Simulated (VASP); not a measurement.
# Mg8HO8 (a cell with a defect) in VASP: a series of runs

The runs below take Mg8HO8 (a cell with a defect) through single point, with PBE.

Everything below comes from runs of VASP 6.6.1. Logs are shortened: lines on timing, memory, paths and dates and some standing lists are left out, and cuts for length are marked.

### 1 The cell of the first run

The cell holds a defect, 17 atoms: a = 5.624 Å, b = 5.624 Å, c = 5.624 Å, α = 60.00°, β = 60.00°, γ = 60.00°.

### 2 Single point, PBE

Contents of INCAR:

```
SYSTEM = Mg8HO8
PREC = Accurate
ENCUT = 520
EDIFF = 1E-7
ISMEAR = -1
SIGMA = 0.05
LREAL = Auto
LASPH = .TRUE.
NELM = 100
ALGO = Normal
ISIF = 2
LWAVE = .FALSE.
LCHARG = .FALSE.
GGA = PE
NELECT = 64.0
NBANDS = 46
```

Contents of KPOINTS:

```
regular mesh
0
G
  2 2 2
  0 0 0
```

Contents of POSCAR:

```
Mg8HO8
1.0
    0.0000000000      3.9770000000      3.9770000000
    3.9770000000      0.0000000000      3.9770000000
    3.9770000000      3.9770000000      0.0000000000
Mg O H
8 8 1
Direct
    0.0077713100     -0.0145407342      0.0084439276
    0.0332245411     -0.0158302741      0.4713945185
    0.0031105104      0.4978057581      0.0037909228
    0.0051643198      0.4937597435      0.5032244154
    0.4707625094     -0.0158092784      0.0338205934
    0.5041107619     -0.0033712597      0.5047846367
    0.5025875031      0.4937411365      0.0058233593
    0.5005353281      0.4915803369      0.5012061856
    0.2535115665      0.2460179784      0.2541512447
    0.2496780236      0.2428829520      0.7586252200
    0.2538179532      0.7299917023      0.2544468192
    0.2568497611      0.7440735479      0.7495857430
    0.7579650490      0.2428687453      0.2503683681
    0.7538521499      0.2359434247      0.7544619060
    0.7489048278      0.7440863716      0.2575093035
    0.7540819713      0.7608151873      0.7547231582
    0.7686128992      1.0468442293      0.7691872014
```

Potentials or basis: VASP PAW PBE potentials, release 64 (Mg, O, H).

Started as:

```console
cat potpaw_PBE.64/Mg/POTCAR potpaw_PBE.64/O/POTCAR potpaw_PBE.64/H/POTCAR > POTCAR
mpirun -np 1 vasp_std > vasp.out
```

OUTCAR:

```text
SYSTEM = Mg8HO8
   PREC = Accurate
   ENCUT = 520
   EDIFF = 1E-7
   ISMEAR = -1
   LREAL = Auto
   LASPH = .TRUE.
   NELM = 100
   ISIF = 2
   GGA = PE
   NELECT = 64.0

 ion  position               nearest neighbor table
   1  0.008  0.985  0.008-  11 1.96  10 1.99  13 1.99  15 1.99  12 1.99  14 2.02  17 2.15   2 2.67
                             5 2.67   3 2.77   4 2.77   7 2.77   6 2.81   6 2.81   7 2.85   4 2.85
   2  0.033  0.984  0.471-  17 1.65  11 1.88   9 1.93  13 1.98  12 2.00  16 2.01  14 2.13   5 2.46
                             1 2.67   8 2.70   4 2.75   3 2.77   6 2.78   6 2.85   3 2.87   4 2.88
   3  0.003  0.498  0.004-  16 1.98  15 1.99  12 1.99  13 1.99  10 1.99   9 1.99   2 2.77   5 2.77
                             1 2.77   4 2.80   7 2.80   8 2.81   8 2.81   7 2.82   4 2.82   1 2.86
   4  0.005  0.494  0.503-  11 1.93   9 1.98  10 1.99  15 2.00  14 2.02  16 2.06   2 2.75   1 2.77
                             8 2.77   7 2.80   6 2.80   3 2.80   3 2.82   6 2.82   7 2.83   8 2.85
   5  0.471  0.984  0.034-  17 1.65  11 1.88   9 1.93  10 1.98  15 2.00  16 2.01  14 2.13   2 2.46
                             1 2.67   8 2.70   7 2.75   3 2.77   6 2.78   6 2.85   3 2.87   7 2.88
   6  0.504  0.997  0.505-  12 1.99  15 1.99  13 1.99  10 1.99  16 1.99   9 1.99   8 2.76   2 2.78
                             5 2.78   7 2.80   4 2.80   1 2.81   1 2.81   4 2.82   7 2.82   5 2.85
   7  0.503  0.494  0.006-  11 1.93   9 1.98  13 1.99  12 2.00  14 2.03  16 2.06   5 2.75   1 2.77
                             8 2.77   4 2.80   6 2.80   3 2.80   3 2.82   6 2.82   4 2.83   8 2.85
   8  0.501  0.492  0.501-  11 1.96  13 1.99  10 1.99  12 1.99  15 1.99  14 2.01   2 2.70   5 2.70
                             6 2.76   4 2.77   7 2.77   3 2.81   3 2.81   7 2.85   4 2.85   6 2.86
   9  0.254  0.246  0.254-   2 1.93   5 1.93   7 1.98   4 1.98   3 1.99   6 1.99
  10  0.250  0.243  0.759-   5 1.98   1 1.99   8 1.99   4 1.99   3 1.99   6 1.99
  11  0.254  0.730  0.254-   2 1.88   5 1.88   7 1.93   4 1.93   1 1.96   8 1.96
  12  0.257  0.744  0.750-   6 1.99   3 1.99   1 1.99   8 1.99   7 2.00   2 2.00
  13  0.758  0.243  0.250-   2 1.98   1 1.99   8 1.99   7 1.99   3 1.99   6 1.99
  14  0.754  0.236  0.754-  17 0.99   8 2.01   1 2.02   4 2.02   7 2.03   2 2.13   5 2.13
  15  0.749  0.744  0.258-   6 1.99   3 1.99   1 1.99   8 1.99   4 2.00   5 2.00
  16  0.754  0.761  0.755-   3 1.98   6 1.99   5 2.01   2 2.01   4 2.06   7 2.06
  17  0.769  0.047  0.769-  14 0.99   2 1.65   5 1.65   1 2.15

  LATTYP: Found a face centered cubic cell.
 ALAT       =     7.9540000000

  Lattice vectors:

 A1 = (   0.0000000000,   3.9770000000,   3.9770000000)
 A2 = (   3.9770000000,   0.0000000000,   3.9770000000)
 A3 = (   3.9770000000,   3.9770000000,   0.0000000000)

Analysis of symmetry for initial positions (statically):
=====================================================================
 Subroutine PRICEL returns:
 Original cell was already a primitive cell.

 Routine SETGRP: Setting up the symmetry group for a
 face centered cubic supercell.

 Subroutine GETGRP returns: Found  1 space group operations
 (whereof  1 operations were pure point group operations)
 out of a pool of 48 trial point group operations.

The static configuration has the point symmetry C_1 .

Analysis of symmetry for dynamics (positions and initial velocities):
=====================================================================
 Subroutine PRICEL returns:
 Original cell was already a primitive cell.

 Routine SETGRP: Setting up the symmetry group for a
 face centered cubic supercell.

 Subroutine GETGRP returns: Found  1 space group operations
 (whereof  1 operations were pure point group operations)
 out of a pool of 48 trial point group operations.

The dynamic configuration has the point symmetry C_1 .

 Subroutine INISYM returns: Found  1 space group operations
 (whereof  1 operations are pure point group operations),
 and found     1 'primitive' translations

----------------------------------------------------------------------------------------

                                     Primitive cell

  volume of cell :     125.8047

  direct lattice vectors                    reciprocal lattice vectors
     0.000000000  3.977000000  3.977000000    -0.125722907  0.125722907  0.125722907
     3.977000000  0.000000000  3.977000000     0.125722907 -0.125722907  0.125722907
     3.977000000  3.977000000  0.000000000     0.125722907  0.125722907 -0.125722907

  length of vectors
     5.624327338  5.624327338  5.624327338     0.217758462  0.217758462  0.217758462

  position of ions in fractional coordinates (direct lattice)
[... 48 lines left out ...]
  Cartesian coordinates                     Fractional coordinates (reciprocal lattice)
    -0.062861453  0.062861453  0.062861453     0.500000000  0.000000000  0.000000000
     0.062861453 -0.062861453  0.062861453     0.000000000  0.500000000  0.000000000
     0.062861453  0.062861453 -0.062861453     0.000000000  0.000000000  0.500000000

  Length of vectors
     0.108879231  0.108879231  0.108879231

  Shift w.r.t. Gamma in fractional coordinates (k-lattice)
     0.000000000  0.000000000  0.000000000

 Subroutine IBZKPT returns following result:
 ===========================================

 Found      8 irreducible k-points:

 Following reciprocal coordinates:
            Coordinates               Weight
  0.000000  0.000000  0.000000      1.000000
  0.500000  0.000000  0.000000      1.000000
  0.000000  0.500000  0.000000      1.000000
  0.000000  0.000000  0.500000      1.000000
  0.500000  0.500000  0.500000      1.000000
  0.500000  0.500000  0.000000      1.000000
  0.000000  0.500000  0.500000      1.000000
  0.500000  0.000000  0.500000      1.000000
   k-points           NKPTS =      8   k-points in BZ     NKDIM =      8   number of bands    NBANDS=     46
   number of dos      NEDOS =    301   number of ions     NIONS =     17
   total plane-waves  NPLWV =  74088
   dimension x,y,z NGX =    42 NGY =   42 NGZ =   42
   dimension x,y,z NGXF=    84 NGYF=   84 NGZF=   84
   ions per type =               8   8   1
   NGX,Y,Z   is equivalent  to a cutoff of  12.41, 12.41, 12.41 a.u.
   NGXF,Y,Z  is equivalent  to a cutoff of  24.83, 24.83, 24.83 a.u.
 SYSTEM =  Mg8HO8
   PREC   = accura    normal or accurate (medium, high low for compatibility)
   ISTART =      0    job   : 0-new  1-cont  2-samecut
   ICHARG =      2    charge: 1-file 2-atom 10-const
   ISPIN  =      1    spin polarized calculation?
   LNONCOLLINEAR =      F non collinear calculations
   LSORBIT =      F    spin-orbit coupling
   LASPH  =      T    aspherical Exc in radial PAW
   ENCUT  =  520.0 eV  38.22 Ry    6.18 a.u.  10.46 10.46 10.46*2*pi/ulx,y,z
   NELM   =    100;   NELMIN=  2; NELMDL= -5     # of ELM steps
   EDIFF  = 0.1E-06   stopping-criterion for ELM
   LREAL  =      T    real-space projection
   EDIFFG = 0.1E-05   stopping-criterion for IOM
   NSW    =      0    number of steps for IOM
   IBRION =     -1    ionic relax: 0-MD 1-quasi-New 2-CG
   NFREE  =      0    steps in history (QN), initial steepest desc. (CG)
   ISIF   =      2    stress and relaxation
   ISYM   =      2    0-nonsym 1-usesym 2-fastsym
   POTIM  = 0.5000    time-step for ionic-motion
   TEBEG  =    0.0;   TEEND  =   0.0 temperature during run
   PSTRESS=    0.0 pullay stress
   NELECT =      64.0000    total number of electrons
   NUPDOWN=      -1.0000    fix difference up-down
   EMIN   =  10.00;   EMAX   =-10.00  energy-range for DOS
   EFERMI =   0.00;   METHOD = LEGACY
   ISMEAR =    -1;   SIGMA  =   0.05  broadening in eV -4-tet -1-fermi 0-gaus
   EFERMI_NEDOS =   21; number of points for ismear=-14 and -15
   IALGO  =     38    algorithm
   IMIX   =      4    mixing-type and parameters
     AMIX     =   0.40;   BMIX     =  1.00
     AMIX_MAG =   1.60;   BMIX_MAG =  1.00
  volume/ion in A,a.u.               =       7.40        49.94
  Fermi-wavevector in a.u.,A,eV,Ry     =   1.306881  2.469646 23.237891  1.707937
  Thomas-Fermi vector in A             =   2.437653
   LORBIT       =      0    0 simple, 1 ext, 2 COOP (PROOUT), +10 PAW based schemes
   GGA     = PE    functional components
   LHFCALC =     F    Hartree Fock is set to
   AEXX    =    0.0000 exact exchange contribution
   IVDW    =     0    specifies the selected vdW correction
   LEPSILON=     F    determine dielectric tensor
   LRPA    =     F    only Hartree local field effects (RPA)
 non-spin polarized calculation
  energy-cutoff  :      520.00
  volume of cell :      125.80
 maximum number of plane-waves:      3383
 NGX is ok and might be reduce to    42
   NGX = 21   NGY = 21   NGZ = 21

 number of electron      63.9999994 magnetization

 Free energy of the ion-electron system (eV)
  ---------------------------------------------------
  ext. energy  EPLUGINS =         0.00000000
  ---------------------------------------------------
  free energy    TOTEN  =       -99.43055144 eV

  energy without entropy =      -99.43055144  energy(sigma->0) =      -99.43055144

 E-fermi :   5.9200     XC(G=0): -11.9022

 val. band max:        4.7613170749   @ k =   0.0000   0.0000   0.0000
 cond. band min:      10.5483430846   @ k =   0.0000   0.0000   0.0000
 fundamental gap:      5.7870260097
 Fermi energy:         5.9199975738

 k-point     1 :       0.0000    0.0000    0.0000
  band No.  band energies     occupation
      1     -15.7843      2.00000
      2     -13.0210      2.00000
      3     -11.8268      2.00000
      4     -11.7204      2.00000
      5     -11.4211      2.00000
      6     -11.4103      2.00000
[... 365 lines left out ...]
     43      17.4066      0.00000
     44      17.4330      0.00000
 [bands above 44 left out]

------------------------ aborting loop because EDIFF is reached ----------------------------------------

  FORCE on cell =-STRESS in cart. coord.  units (eV):
  Direction    XX          YY          ZZ          XY          YZ          ZX
  --------------------------------------------------------------------------------------
  -------------------------------------------------------------------------------------
  Total       32.9877258     28.5644779     32.9798223      0.3079169      0.3087369     -5.3094394
  in kB      420.1130670    363.7810773    420.0124121      3.9214557      3.9318993    -67.6180245
  external PRESSURE =     401.3021855 kB  Pullay stress =       0.0000000 kB

 VOLUME and BASIS-vectors are now :
 -----------------------------------------------------------------------------
  energy-cutoff  :      520.00
  volume of cell :      125.80
      direct lattice vectors                 reciprocal lattice vectors
     0.000000000  3.977000000  3.977000000    -0.125722907  0.125722907  0.125722907
     3.977000000  0.000000000  3.977000000     0.125722907 -0.125722907  0.125722907
     3.977000000  3.977000000  0.000000000     0.125722907  0.125722907 -0.125722907

 POSITION                                       TOTAL-FORCE (eV/Angst)
 -----------------------------------------------------------------------------------
      3.95275      0.06449      3.95008         0.007445      0.025705      0.008102
      5.78878      2.00687      4.04618        -0.030172     -0.020627      0.014277
      1.99485      0.02745      1.99214        -0.001883      0.006428     -0.000456
      3.96501      2.02186      1.98422        -0.010209     -0.004981      0.012586
      4.04863      2.00673      5.78635         0.015479     -0.019973     -0.031565
      5.97112      4.01238      5.96844        -0.000326     -0.023042      0.001343
[... 9 lines left out ...]
      6.02730      6.00052      6.02475         0.000919     -0.010138     -0.001040
      3.24536      6.11583      3.24307        -0.069999      0.162136     -0.072599
 -----------------------------------------------------------------------------------
    total drift:                                0.002422     -0.018933      0.000481

  FREE ENERGIE OF THE ION-ELECTRON SYSTEM (eV)
  ---------------------------------------------------
  free  energy   TOTEN  =       -99.4305514383 eV

  energy  without entropy=      -99.4305514382  energy(sigma->0) =      -99.43055144
```

Wall time 2.1 min (1 thread of Intel Xeon Platinum 8375C at 2.90GHz (Ice Lake), shared host); peak memory 0.27 GiB.

What came out:

| Item | Value |
| --- | --- |
| Free energy | -99.4306 eV |
| Largest force | 0.191 eV/Å |

Forces in eV/Å, atoms in the order of the input:
```
Mg   0.007  0.026  0.008
Mg  -0.030 -0.021  0.014
Mg  -0.002  0.006  0.000
Mg  -0.010 -0.005  0.013
Mg   0.015 -0.020 -0.032
Mg   0.000 -0.023  0.001
Mg   0.013 -0.006 -0.010
Mg  -0.002 -0.021 -0.002
O    0.006 -0.013  0.006
O   -0.001 -0.011  0.003
O   -0.016 -0.004 -0.017
O    0.005 -0.014 -0.002
O    0.002 -0.012 -0.001
O    0.085 -0.020  0.084
O   -0.002 -0.014  0.007
O    0.001 -0.010 -0.001
H   -0.070  0.162 -0.073
```

Levels at points of the mesh, in eV from the Fermi level:
| k point | band 28 | band 29 | band 30 | band 31 | band 32 | band 33 | band 34 | band 35 | band 36 | band 37 |
| --- | --- | --- | --- | --- | --- | --- | --- | --- | --- | --- |
| (0.00, 0.00, 0.00) | -1.76 | -1.69 | -1.21 | -1.19 | -1.16 | 4.63 | 6.55 | 7.72 | 7.79 | 7.93 |
| (0.50, 0.00, 0.00) | -2.28 | -1.70 | -1.62 | -1.52 | -1.50 | 5.75 | 7.75 | 8.64 | 9.23 | 9.50 |
| (0.00, 0.50, 0.00) | -2.18 | -1.67 | -1.60 | -1.57 | -1.50 | 7.08 | 7.53 | 8.54 | 9.25 | 9.45 |
| (0.00, 0.00, 0.50) | -2.28 | -1.70 | -1.62 | -1.52 | -1.50 | 5.75 | 7.75 | 8.64 | 9.23 | 9.50 |
| (0.50, 0.50, 0.50) | -2.19 | -1.67 | -1.60 | -1.56 | -1.50 | 6.87 | 7.59 | 8.53 | 9.21 | 9.51 |
| (0.50, 0.50, 0.00) | -2.05 | -1.97 | -1.90 | -1.88 | -1.79 | 7.54 | 8.54 | 9.37 | 9.68 | 9.87 |
| (0.00, 0.50, 0.50) | -2.05 | -1.97 | -1.90 | -1.88 | -1.79 | 7.54 | 8.54 | 9.37 | 9.68 | 9.87 |
| (0.50, 0.00, 0.50) | -2.24 | -1.76 | -1.75 | -1.74 | -1.68 | 6.45 | 8.83 | 9.22 | 9.63 | 9.80 |

Caveat: the k points lie up to 0.68 Å⁻¹ apart; the cell carries a net charge on a neutralising background, which shifts energy and pressure; the cell is charged against a uniform background, so pressure and absolute levels hang on convention.

### 3 Single point, PBE

Contents of INCAR:

```
SYSTEM = Mg8HO8
ALGO     = Normal         ! electronic algorithm
EDIFF    = 1E-6           ! SCF threshold, eV
ENCUT    = 520            ! plane-wave cutoff, eV
GGA      = PE             ! functional
ISIF     = 2              ! what is computed and relaxed
ISMEAR   = -1             ! smearing method
LASPH    = .TRUE.         ! aspherical terms in the spheres
LCHARG   = .TRUE.         ! write CHGCAR
LELF     = .TRUE.         ! ELF
LREAL    = Auto         
LVHAR    = .TRUE.       
LWAVE    = .FALSE.        ! write WAVECAR
NBANDS   = 46             ! bands
NELECT   = 64.0         
NELM     = 60             ! most SCF steps
PREC     = Accurate       ! precision mode
SIGMA    = 0.05           ! smearing width, eV
```

Contents of KPOINTS:

```
k-points
0
G
  2 2 2
  0 0 0
```

Contents of POSCAR:

```
Mg8HO8
1.0
    0.0000000000      3.9770000000      3.9770000000
    3.9770000000      0.0000000000      3.9770000000
    3.9770000000      3.9770000000      0.0000000000
Mg O H
8 8 1
Direct
    0.0070688962     -0.0157246668      0.0084950968
    0.0359733467     -0.0245853659      0.4833195876
    0.0041460900      0.4941066130      0.0057857682
    0.0057286900      0.4931506160      0.5025091778
    0.4830897662     -0.0233055067      0.0347885341
    0.5049689464     -0.0061872014      0.5064233090
    0.5019402816      0.4928552929      0.0068414634
    0.4957635152      0.5010592155      0.4973715112
    0.2551801609      0.2420463918      0.2559244405
    0.2537483027      0.2408674881      0.7589700779
    0.2535524265      0.7316889615      0.2536997737
    0.2575207443      0.7410173498      0.7529205431
    0.7578544129      0.2403794317      0.2560296706
    0.7537696756      0.2359197888      0.7543371888
    0.7512159920      0.7413638421      0.2586613025
    0.7542993462      0.7531316319      0.7548477496
    0.7066048529      1.1247433995      0.7032603721
```

Potentials or basis: VASP PAW PBE potentials, release 64 (Mg, O, H).

Started as:

```console
cat potpaw_PBE.64/Mg/POTCAR potpaw_PBE.64/O/POTCAR potpaw_PBE.64/H/POTCAR > POTCAR
mpirun -np 1 vasp_std > vasp.out
```

It took 2 min on 1 thread of Intel Xeon Platinum 8375C at 2.90GHz (Ice Lake), shared host; peak memory 0.26 GiB.

The run converged. Its results:

```yaml
Free_energy: -99.5146 eV
Largest_force: 0.377 eV/Å
```

Forces on the atoms (eV/Å):
```
Mg  -0.009  0.029  0.000
Mg  -0.005  0.039 -0.017
Mg  -0.010  0.037  0.002
Mg  -0.015  0.017  0.012
Mg  -0.015  0.058 -0.021
Mg  -0.016  0.016 -0.007
Mg   0.008  0.012 -0.012
Mg   0.014 -0.047  0.034
O   -0.007  0.019 -0.003
O   -0.013  0.039  0.024
O   -0.007 -0.001 -0.009
O    0.000  0.021 -0.001
O    0.003  0.023  0.000
O    0.083  0.059  0.080
O   -0.011  0.027  0.010
O   -0.031  0.023 -0.029
H    0.033 -0.370 -0.063
```

Levels at points of the mesh, in eV from the Fermi level:
```csv
k point,band 30,band 31,band 32,band 33,band 34,band 35
"(0.00, 0.00, 0.00)",-1.17,-1.13,-1.12,4.44,6.35,7.76
"(0.50, 0.00, 0.00)",-1.59,-1.48,-1.47,5.64,7.79,8.48
"(0.00, 0.50, 0.00)",-1.55,-1.52,-1.47,6.14,7.73,8.40
"(0.00, 0.00, 0.50)",-1.59,-1.48,-1.47,5.66,7.79,8.48
"(0.50, 0.50, 0.50)",-1.56,-1.52,-1.48,6.79,7.56,8.32
"(0.50, 0.50, 0.00)",-1.83,-1.81,-1.73,6.92,8.65,9.25
"(0.00, 0.50, 0.50)",-1.84,-1.81,-1.73,6.94,8.64,9.25
"(0.50, 0.00, 0.50)",-1.76,-1.74,-1.67,6.49,8.78,9.25
```

Caveat: the k points lie up to 0.68 Å⁻¹ apart; the cell carries a net charge on a neutralising background, which shifts energy and pressure; the cell is charged against a uniform background, so pressure and absolute levels hang on convention.

(Continued in part 2 of 2.)
